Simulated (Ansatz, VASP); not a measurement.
One calculation of Ta2N, two programs

```
Ta N
1.0
     3.06184    0.00000    0.00000
    -1.53092    2.65163    0.00000
     0.00000    0.00000    4.78716
Ta N
2 1
Direct
  0.66667 0.33333 0.74669
  0.33333 0.66667 0.25331
  0.00000 0.00000 0.00000
```

Alike in both runs: functional LDA; k mesh 15 × 15 × 10; occupations gaussian, width 0.1 eV; no spin polarisation.

Ansatz relaxed the structure, and its values are those at the end. VASP's run is a single point on that final structure, the one shown.

|  | VASP | Ansatz |
| --- | --- | --- |
| version | VASP 6.6.1 | Ansatz 0.2.0 |
| potentials or method | VASP PAW LDA potentials, release 64 (Ta_sv_GW, N), cutoff 700 eV | scalar-relativistic, plane waves, PAW |
| valence electrons in the cell | 31 | 31 |

|  | VASP | Ansatz | Ansatz less VASP |
| --- | --- | --- | --- |
| gap on the k mesh at the Fermi level (eV) | none | none | - |
| pressure (GPa) | 0.9 | 0.0 | -0.91 |
| rms of the force components (eV/Å) | 0.018 | 0.000 | -0.0182 |

Ansatz warns that its potentials were made for another functional, while VASP's fit it. LDA's correlation is that of Perdew and Zunger in VASP and of Perdew and Wang (1992) in Ansatz. A gap of «none» marks a metal or a gap that the smearing closes.

Neither program's run includes spin-orbit coupling.
